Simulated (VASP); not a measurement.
Wanted: the native input for a VASP 6.6.1 run.

```yaml
Task: relaxation of the atoms
Functional: PBE
Potentials_or_basis: VASP PAW PBE potentials, release 64 (In_d, As)
Cutoff: 520 eV
k_mesh: 13 × 13 × 13
Occupations: fermi-dirac, width 0.05 eV
Spin: no spin polarisation
Dipole_correction: no
Further_INCAR_settings: ALGO = Normal; EDIFF = 1e-07; IBRION = 2; EDIFFG = -0.02; NSW = 80
```

The structure of InAs lies in POSCAR:

```
InAs
1.0
    0.0000000000      3.0884072391      3.0884072391
    3.0884072391      0.0000000000      3.0884072391
    3.0884072391      3.0884072391      0.0000000000
In As
1 1
Direct
    0.0000000000      0.0000000000      0.0000000000
    0.2500000000      0.2500000000      0.2500000000
```

The input as run:

INCAR

```
ALGO     = Normal         # electronic algorithm
EDIFF    = 1E-7           # SCF threshold, eV
EDIFFG   = -0.02          # ionic threshold
ENCUT    = 520            # plane-wave cutoff, eV
GGA      = PE             # functional
IBRION   = 2              # ionic algorithm
ISIF     = 2              # what is computed and relaxed
ISMEAR   = -1             # smearing method
LASPH    = True           # aspherical terms in the spheres
LCHARG   = False          # write CHGCAR
LREAL    = False          # projectors in reciprocal space
LWAVE    = False          # write WAVECAR
NELM     = 80             # most SCF steps
NSW      = 80             # ionic steps
PREC     = Accurate       # precision mode
SIGMA    = 0.05           # smearing width, eV
```

KPOINTS

```
k-points
0
Gamma
  13 13 13
```

Potentials or basis: VASP PAW PBE potentials, release 64 (In_d, As).

Run with:

```sh
$ cat potpaw_PBE.64/In_d/POTCAR potpaw_PBE.64/As/POTCAR > POTCAR
$ mpirun -np 1 vasp_std > vasp.out
```

Results of the run:

- Pressure after relaxing: 0.3 GPa
- Band gap on the k mesh: zero (filled and empty bands touch)

Caveat: the relaxation stopped at its first step, so nothing moved; semilocal functionals underestimate gaps, so a narrow gap can read as zero; spin-orbit coupling is left out, which moves the levels of the heavy elements.

Wall time 64 s on 1 thread of AMD EPYC 7R43 64-Core Processor (Zen 3), on a shared host, peak memory 0.19 GiB.
